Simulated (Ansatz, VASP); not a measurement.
# Zr in VASP and in Ansatz

POSCAR

```
Zr
1.0
    1.6976545112      0.9801412890      8.2046577289
   -1.6976545112      0.9801412890      8.2046577289
    0.0000000000     -1.9602825781      8.2046577289
Zr
3
Direct
    0.0000000000      0.0000000000      0.0000000000
    0.2222200000      0.2222200000      0.2222200000
    0.7777800000      0.7777800000      0.7777800000
```

INCAR.step1

```
SYSTEM = Zr
  ALGO = Normal
  EDIFF = 1E-4
  ENCUT = 600
  GGA = PE
  ISMEAR = 0
  LASPH = .TRUE.
  LCHARG = .FALSE.
  LREAL = .FALSE.
  LWAVE = .TRUE.
  NELM = 100
  PREC = Accurate
  SIGMA = 0.1
```

File INCAR.step2:

```
SYSTEM = Zr
  ALGO = Normal
  EDIFF = 1E-6
  EDIFFG = -0.04
  ENCUT = 600
  IBRION = 2
  ISIF = 3
  ISMEAR = 0
  ISTART = 1
  LASPH = .TRUE.
  LCHARG = .FALSE.
  LMIXTAU = .TRUE.
  LREAL = .FALSE.
  LWAVE = .FALSE.
  METAGGA = R2SCAN
  NELM = 100
  NSW = 90
  PREC = Accurate
  SIGMA = 0.1
```

KPOINTS

```
k-points
0
G
  6 6 6
  0 0 0
```

Input for Ansatz:

```yaml
crystal:
  lattice:
    - [1.6976545112, 0.980141289, 8.2046577289]
    - [-1.6976545112, 0.980141289, 8.2046577289]
    - [0.0, -1.9602825781, 8.2046577289]
  atoms:
    - { symbol: Zr, position: [0.0, 0.0, 0.0] }
    - { symbol: Zr, position: [0.22222, 0.22222, 0.22222] }
    - { symbol: Zr, position: [0.77778, 0.77778, 0.77778] }
basis:
  ecutwfc: 500
kpoints:
  mp_grid: { grid: [6, 6, 6] }
hamiltonian:
  xc: r2scan
scf:
  occupations: { method: gaussian, width: 0.1 }
  lower_state_search: "off"
output:
  forces: true
  stress: true
  eigenvalues: true
relax:
  adjacent_minimum: "off"
  f_tol: 0.04
  max_steps: 70
  cell: { stress_tol: 0.4 }
```

Alike in both runs: task relaxation of cell and atoms; functional r2SCAN; k mesh 6 × 6 × 6; occupations gaussian, width 0.1 eV; no spin polarisation.

|  | VASP | Ansatz |
| --- | --- | --- |
| version | VASP 6.6.1 | Ansatz 0.2.0 |
| potentials or method | VASP PAW PBE potentials, release 64 (Zr_sv), cutoff 600 eV | scalar-relativistic, plane waves, PAW |
| valence electrons in the cell | 36 | 36 |

|  | VASP | Ansatz | Ansatz less VASP |
| --- | --- | --- | --- |
| gap on the k mesh at the Fermi level, each at its own relaxed structure (eV) | none | none | - |
| relaxed volume (Å³/atom) | 23.58 | 23.61 | +0.025 |
| relaxed cell length with the largest relative difference (Å) | 8.041 | 8.039 | -0.0024 |

VASP's potentials were made for PBE, not for r2SCAN. A gap of «none» marks a metal or a gap that the smearing closes.
